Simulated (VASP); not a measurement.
# Al16O in VASP: further runs

Al16O is run at these levels: PBE; tasks: relaxation of the atoms.

All numbers are computed with VASP 6.6.1; they aren't measurements. Logs are shortened: lines on timing, memory, paths and dates and some standing lists are left out, and cuts for length are marked.

### Step 1. The cell of the first run

The cell holds a slab with vacuum, 17 atoms: a = 5.714 Å, b = 8.080 Å, c = 19.743 Å, α = 90.00°, β = 90.00°, γ = 90.00°.

### Step 2. Relaxation of the atoms, PBE

File INCAR:

```
SYSTEM = Al16O
  PREC = Accurate
  ENCUT = 520
  EDIFF = 1E-6
  ISMEAR = 0
  SIGMA = 0.1
  LREAL = Auto
  LASPH = .TRUE.
  NELM = 60
  ALGO = Normal
  ISIF = 2
  LWAVE = .FALSE.
  LCHARG = .FALSE.
  LDIPOL = .TRUE.
  IDIPOL = 3
  DIPOL = 0.5 0.5 0.320
  GGA = PE
  IBRION = 2
  NSW = 36
  EDIFFG = -0.025
  KPAR = 4
```

File KPOINTS:

```
regular mesh
0
G
  5 4 1
  0 0 0
```

File POSCAR:

```
Al16O
1.0
    5.7135165838      0.0000000000      0.0000000000
    0.0000000000      8.0801326417      0.0000000000
    0.0000000000      0.0000000000     19.7432787023
Al O
16 1
Selective dynamics
Direct
    0.2500000000      0.2500000000      0.2026005944  F F F
    0.2500000000      0.7500000000      0.2026005944  F F F
    0.7500000000      0.2500000000      0.2026005944  F F F
    0.7500000000      0.7500000000      0.2026005944  F F F
    0.0000000000      0.0000000000      0.2749482104  F F F
    0.0000000000      0.5000000000      0.2749482104  F F F
    0.5000000000      0.0000000000      0.2749482104  F F F
    0.5000000000      0.5000000000      0.2749482104  F F F
    0.2500000000      0.2500000000      0.3495466405  F F F
    0.2500000000      0.7500000000      0.3495466405  F F F
    0.7500000000      0.2500000000      0.3495466405  F F F
    0.7500000000      0.7500000000      0.3495466405  F F F
    0.0000000000      0.0000000000      0.4175232912  F F F
    0.0000000000      0.5000000000      0.4175232912  F F F
    0.5000000000      0.0000000000      0.4175232912  F F F
    0.5000000000      0.5000000000      0.4175232912  F F F
    0.2500000000      0.0500000000      0.4615518273  F F T
```

Potentials or basis: VASP PAW PBE potentials, release 64 (Al, O).

Command:

```bash
$ cat potpaw_PBE.64/Al/POTCAR potpaw_PBE.64/O/POTCAR > POTCAR
$ mpirun -np 4 vasp_std > vasp.out
```

OUTCAR:

```text
SYSTEM = Al16O
   PREC = Accurate
   ENCUT = 520
   EDIFF = 1E-6
   ISMEAR = 0
   LREAL = Auto
   LASPH = .TRUE.
   NELM = 60
   ISIF = 2
   GGA = PE
   IBRION = 2
   NSW = 36
   EDIFFG = -0.025

 ion  position               nearest neighbor table
   1  0.250  0.250  0.203-   3 2.86   3 2.86   6 2.86   7 2.86   8 2.86   5 2.86   9 2.90
   2  0.250  0.750  0.203-   4 2.86   4 2.86   6 2.86   7 2.86   8 2.86   5 2.86  10 2.90
   3  0.750  0.250  0.203-   1 2.86   1 2.86   6 2.86   7 2.86   8 2.86   5 2.86  11 2.90
   4  0.750  0.750  0.203-   2 2.86   2 2.86   6 2.86   7 2.86   8 2.86   5 2.86  12 2.90
   5  0.000  0.000  0.275-  13 2.81   7 2.86   7 2.86   4 2.86   1 2.86   2 2.86   3 2.86  11 2.88
                            12 2.88   9 2.88  10 2.88
   6  0.000  0.500  0.275-  14 2.81   8 2.86   8 2.86   4 2.86   1 2.86   2 2.86   3 2.86  11 2.88
                            12 2.88   9 2.88  10 2.88
   7  0.500  0.000  0.275-  15 2.81   5 2.86   5 2.86   4 2.86   1 2.86   2 2.86   3 2.86  11 2.88
                            12 2.88   9 2.88  10 2.88
   8  0.500  0.500  0.275-  16 2.81   6 2.86   6 2.86   4 2.86   1 2.86   2 2.86   3 2.86  11 2.88
                            12 2.88   9 2.88  10 2.88
   9  0.250  0.250  0.350-  13 2.81  14 2.81  15 2.81  16 2.81  11 2.86  11 2.86   7 2.88   8 2.88
                             5 2.88   6 2.88   1 2.90
  10  0.250  0.750  0.350-  13 2.81  14 2.81  15 2.81  16 2.81  12 2.86  12 2.86   7 2.88   8 2.88
                             5 2.88   6 2.88   2 2.90
  11  0.750  0.250  0.350-  13 2.81  14 2.81  15 2.81  16 2.81   9 2.86   9 2.86   7 2.88   8 2.88
[... 5 lines left out ...]
  14  0.000  0.500  0.418-   9 2.81  10 2.81  11 2.81  12 2.81   6 2.81  16 2.86  16 2.86
  15  0.500  0.000  0.418-  17 1.72  10 2.81  11 2.81  12 2.81   9 2.81   7 2.81  13 2.86  13 2.86

  16  0.500  0.500  0.418-   9 2.81  10 2.81  11 2.81  12 2.81   8 2.81  14 2.86  14 2.86
  17  0.250  0.050  0.462-  13 1.72  15 1.72

  LATTYP: Found a simple orthorhombic cell.
 ALAT       =     5.7135165838
 B/A-ratio  =     1.4142135624
 C/A-ratio  =     3.4555388810

  Lattice vectors:

 A1 = (   5.7135165838,   0.0000000000,   0.0000000000)
 A2 = (   0.0000000000,   8.0801326417,   0.0000000000)
 A3 = (   0.0000000000,   0.0000000000,  19.7432787023)

Analysis of symmetry for initial positions (statically):
=====================================================================
 Subroutine PRICEL returns:
 Original cell was already a primitive cell.

 Routine SETGRP: Setting up the symmetry group for a
 simple orthorhombic supercell.

 Subroutine GETGRP returns: Found  2 space group operations
 (whereof  1 operations were pure point group operations)
 out of a pool of  8 trial point group operations.

The static configuration has the point symmetry C_1 .
 The point group associated with its full space group is C_1h.

Analysis of symmetry for dynamics (positions and initial velocities):
=====================================================================
 Subroutine PRICEL returns:
 Original cell was already a primitive cell.

 Routine SETGRP: Setting up the symmetry group for a
 simple orthorhombic supercell.

 Subroutine GETGRP returns: Found  2 space group operations
 (whereof  1 operations were pure point group operations)
 out of a pool of  8 trial point group operations.

The dynamic configuration has the point symmetry C_1 .
 The point group associated with its full space group is C_1h.

Analysis of constrained symmetry for selective dynamics:
=====================================================================
 Subroutine PRICEL returns:
 Original cell was already a primitive cell.

 Routine SETGRP: Setting up the symmetry group for a
 simple orthorhombic supercell.

 Subroutine GETGRP returns: Found  2 space group operations
 (whereof  1 operations were pure point group operations)
 out of a pool of  8 trial point group operations.

The constrained configuration has the point symmetry C_1 .
 The point group associated with its full space group is C_1h.

 Subroutine INISYM returns: Found  2 space group operations
 (whereof  1 operations are pure point group operations),
 and found     1 'primitive' translations

----------------------------------------------------------------------------------------

                                     Primitive cell

  volume of cell :     911.4676

  direct lattice vectors                    reciprocal lattice vectors
     5.713516584  0.000000000  0.000000000     0.175023558  0.000000000  0.000000000
     0.000000000  8.080132642  0.000000000     0.000000000  0.123760345  0.000000000
     0.000000000  0.000000000 19.743278702     0.000000000  0.000000000  0.050650149

  length of vectors
     5.713516584  8.080132642 19.743278702     0.175023558  0.123760345  0.050650149

  position of ions in fractional coordinates (direct lattice)
     0.250000000  0.250000000  0.202600594
     0.250000000  0.750000000  0.202600594
     0.750000000  0.250000000  0.202600594
     0.750000000  0.750000000  0.202600594
     0.000000000  0.000000000  0.274948210
     0.000000000  0.500000000  0.274948210
[... 9 lines left out ...]
     0.500000000  0.500000000  0.417523291
     0.250000000  0.050000000  0.461551827

  ion indices of the primitive-cell ions
   primitive index   ion index
                 1           1
                 2           2
                 3           3
                 4           4
                 5           5
                 6           6
[... 9 lines left out ...]
                16          16
                17          17

----------------------------------------------------------------------------------------

 KPOINTS: regular mesh

Automatic generation of k-mesh.
 Grid dimensions read from file:
 generate k-points for:    5    4    1

 Generating k-lattice:

  Cartesian coordinates                     Fractional coordinates (reciprocal lattice)
     0.035004712  0.000000000  0.000000000     0.200000000  0.000000000  0.000000000
     0.000000000  0.030940086  0.000000000     0.000000000  0.250000000  0.000000000
     0.000000000  0.000000000  0.050650149     0.000000000  0.000000000  1.000000000

  Length of vectors
     0.035004712  0.030940086  0.050650149

  Shift w.r.t. Gamma in fractional coordinates (k-lattice)
     0.000000000  0.000000000  0.000000000

 Subroutine IBZKPT returns following result:
 ===========================================

 Found      9 irreducible k-points:

 Following reciprocal coordinates:
            Coordinates               Weight
  0.000000  0.000000  0.000000      1.000000
  0.200000  0.000000  0.000000      2.000000
  0.400000  0.000000  0.000000      2.000000
  0.000000  0.250000  0.000000      2.000000
  0.200000  0.250000  0.000000      4.000000
  0.400000  0.250000  0.000000      4.000000
  0.000000  0.500000  0.000000      1.000000
  0.200000  0.500000  0.000000      2.000000
  0.400000  0.500000  0.000000      2.000000
   k-points           NKPTS =      9   k-points in BZ     NKDIM =      9   number of bands    NBANDS=     36
   number of dos      NEDOS =    301   number of ions     NIONS =     17
   total plane-waves  NPLWV = 378000
   dimension x,y,z NGX =    42 NGY =   60 NGZ =  150
   dimension x,y,z NGXF=    84 NGYF=  120 NGZF=  300
   ions per type =              16   1
   NGX,Y,Z   is equivalent  to a cutoff of  12.22, 12.34, 12.63 a.u.
   NGXF,Y,Z  is equivalent  to a cutoff of  24.44, 24.69, 25.26 a.u.
 SYSTEM =  Al16O
   PREC   = accura    normal or accurate (medium, high low for compatibility)
   ISTART =      0    job   : 0-new  1-cont  2-samecut
   ICHARG =      2    charge: 1-file 2-atom 10-const
   ISPIN  =      1    spin polarized calculation?
   LNONCOLLINEAR =      F non collinear calculations
   LSORBIT =      F    spin-orbit coupling
   LASPH  =      T    aspherical Exc in radial PAW
   ENCUT  =  520.0 eV  38.22 Ry    6.18 a.u.  10.62 15.02 36.71*2*pi/ulx,y,z
   NELM   =     60;   NELMIN=  2; NELMDL= -5     # of ELM steps
   EDIFF  = 0.1E-05   stopping-criterion for ELM
   LREAL  =      T    real-space projection
   EDIFFG = -.3E-01   stopping-criterion for IOM
   NSW    =     36    number of steps for IOM
   IBRION =      2    ionic relax: 0-MD 1-quasi-New 2-CG
   NFREE  =      1    steps in history (QN), initial steepest desc. (CG)
   ISIF   =      2    stress and relaxation
   ISYM   =      2    0-nonsym 1-usesym 2-fastsym
   POTIM  = 0.5000    time-step for ionic-motion
   TEBEG  =    0.0;   TEEND  =   0.0 temperature during run
   PSTRESS=    0.0 pullay stress
   NELECT =      54.0000    total number of electrons
   NUPDOWN=      -1.0000    fix difference up-down
   EMIN   =  10.00;   EMAX   =-10.00  energy-range for DOS
   EFERMI =   0.00;   METHOD = LEGACY
   ISMEAR =     0;   SIGMA  =   0.10  broadening in eV -4-tet -1-fermi 0-gaus
   EFERMI_NEDOS =   21; number of points for ismear=-14 and -15
   IALGO  =     38    algorithm
   IMIX   =      4    mixing-type and parameters
     AMIX     =   0.40;   BMIX     =  1.00
     AMIX_MAG =   1.60;   BMIX_MAG =  1.00
  volume/ion in A,a.u.               =      53.62       361.82
  Fermi-wavevector in a.u.,A,eV,Ry     =   0.638203  1.206029  5.541699  0.407303
  Thomas-Fermi vector in A             =   1.703466
   LORBIT       =      0    0 simple, 1 ext, 2 COOP (PROOUT), +10 PAW based schemes
   GGA     = PE    functional components
   LHFCALC =     F    Hartree Fock is set to
   AEXX    =    0.0000 exact exchange contribution
   IVDW    =     0    specifies the selected vdW correction
   LEPSILON=     F    determine dielectric tensor
   LRPA    =     F    only Hartree local field effects (RPA)
 conjugate gradient relaxation of ions
 non-spin polarized calculation
 Gauss-broadening in eV      SIGMA  =   0.10
  energy-cutoff  :      520.00
  volume of cell :      911.47
 maximum number of plane-waves:     24626
   NGX = 21   NGY = 31   NGZ = 73

 dipolmoment           0.000000      0.000000     -0.074701 electrons x Angstroem

--------------------------------------- Ionic step        1  -------------------------------------------

 number of electron      53.9999993 magnetization

 Free energy of the ion-electron system (eV)
  ---------------------------------------------------
  ext. energy  EPLUGINS =         0.00000000
  ---------------------------------------------------
  free energy    TOTEN  =       -63.28414204 eV

  energy without entropy =      -63.24784210  energy(sigma->0) =      -63.26599207

------------------------ aborting loop because EDIFF is reached ----------------------------------------

  FORCE on cell =-STRESS in cart. coord.  units (eV):
  Direction    XX          YY          ZZ          XY          YZ          ZX
  --------------------------------------------------------------------------------------
  -------------------------------------------------------------------------------------
  Total      -10.8531422     -1.8329663     -0.2756726      0.0000000     -0.2617335      0.0000000
  in kB      -19.0776474     -3.2219872     -0.4845771      0.0000000     -0.4600750      0.0000000
  external PRESSURE =      -7.5947372 kB  Pullay stress =       0.0000000 kB
[... 140 lines left out ...]
--------------------------------------- Ionic step        4  -------------------------------------------

 number of electron      53.9999993 magnetization

 dipolmoment           0.000000      0.000000      0.085723 electrons x Angstroem

 Free energy of the ion-electron system (eV)
  ---------------------------------------------------
  ext. energy  EPLUGINS =         0.00000000
  ---------------------------------------------------
  free energy    TOTEN  =       -63.31773660 eV

  energy without entropy =      -63.28226918  energy(sigma->0) =      -63.30000289

 E-fermi :  -0.5592     XC(G=0):  -4.0338

 val. band max:       -0.6075899059   @ k =   0.0000   0.2500   0.0000
 cond. band min:      -0.5470951454   @ k =   0.4000   0.0000   0.0000
 fundamental gap:      0.0604947605
 Fermi energy:        -0.5591896510

 k-point     1 :       0.0000    0.0000    0.0000
  band No.  band energies     occupation
      1     -19.5453      2.00000
      2     -10.7713      2.00000
      3      -8.6049      2.00000
      4      -8.5711      2.00000
      5      -8.2557      2.00000
      6      -6.8873      2.00000
[... 340 lines left out ...]
     35       1.5657      0.00000
     36       1.6341      0.00000

------------------------ aborting loop because EDIFF is reached ----------------------------------------

 vacuum level on the upper side and lower side of the slab       (xc-potential included)         0.150        -0.177

  FORCE on cell =-STRESS in cart. coord.  units (eV):
  Direction    XX          YY          ZZ          XY          YZ          ZX
  --------------------------------------------------------------------------------------
  -------------------------------------------------------------------------------------
  Total      -12.6366383     -2.0594530     -1.1462979      0.0000000     -0.5963479      0.0000000
  in kB      -22.2126758     -3.6201054     -2.0149619      0.0000000     -1.0482600      0.0000000
  external PRESSURE =      -9.2825810 kB  Pullay stress =       0.0000000 kB
[... 32 lines left out ...]
  FREE ENERGIE OF THE ION-ELECTRON SYSTEM (eV)
  ---------------------------------------------------
  free  energy   TOTEN  =       -63.3177365986 eV

  energy  without entropy=      -63.2822691847  energy(sigma->0) =      -63.30000289

 reached required accuracy - stopping structural energy minimisation

 vacuum level on the upper side and lower side of the slab         3.854         3.518
```

It took 10 min on 4 MPI ranks of Intel Xeon Platinum 8259CL at 2.50GHz (Skylake/Cascade Lake), shared host; peak memory 0.96 GiB.

What came out:

| Property | Result |
| --- | --- |
| Free energy | -63.3177 eV |
| Energy gained by relaxing | 2.0 meV/atom |
| Ionic steps | 4 |
| Band gap on the k mesh | zero (bands 27 and 28 overlap by 0.66 eV) |

Step by step:
```tsv
step	energy change (eV)	largest force on free atoms (eV/Å)	pressure (GPa)
1	0.0000	0.9103	-0.76
2	-0.0279	0.3704	-0.86
3	-0.0336	0.0262	-0.93
4	-0.0336	0.0005	-0.93
```

Final structure:
```
CELL_PARAMETERS angstrom
5.71352 0.00000 0.00000
0.00000 8.08013 0.00000
0.00000 0.00000 19.74328
ATOMIC_POSITIONS crystal
Al 0.25000 0.25000 0.20260
Al 0.25000 0.75000 0.20260
Al 0.75000 0.25000 0.20260
Al 0.75000 0.75000 0.20260
Al 0.00000 0.00000 0.27495
Al 0.00000 0.50000 0.27495
Al 0.50000 0.00000 0.27495
Al 0.50000 0.50000 0.27495
Al 0.25000 0.25000 0.34955
Al 0.25000 0.75000 0.34955
Al 0.75000 0.25000 0.34955
Al 0.75000 0.75000 0.34955
Al 0.00000 0.00000 0.41752
Al 0.00000 0.50000 0.41752
Al 0.50000 0.00000 0.41752
Al 0.50000 0.50000 0.41752
O 0.25000 0.05000 0.46532
```

(Part 1 of 2 ends here.)

The gap in the log of VASP goes by the Fermi energy; the results here count the filled bands.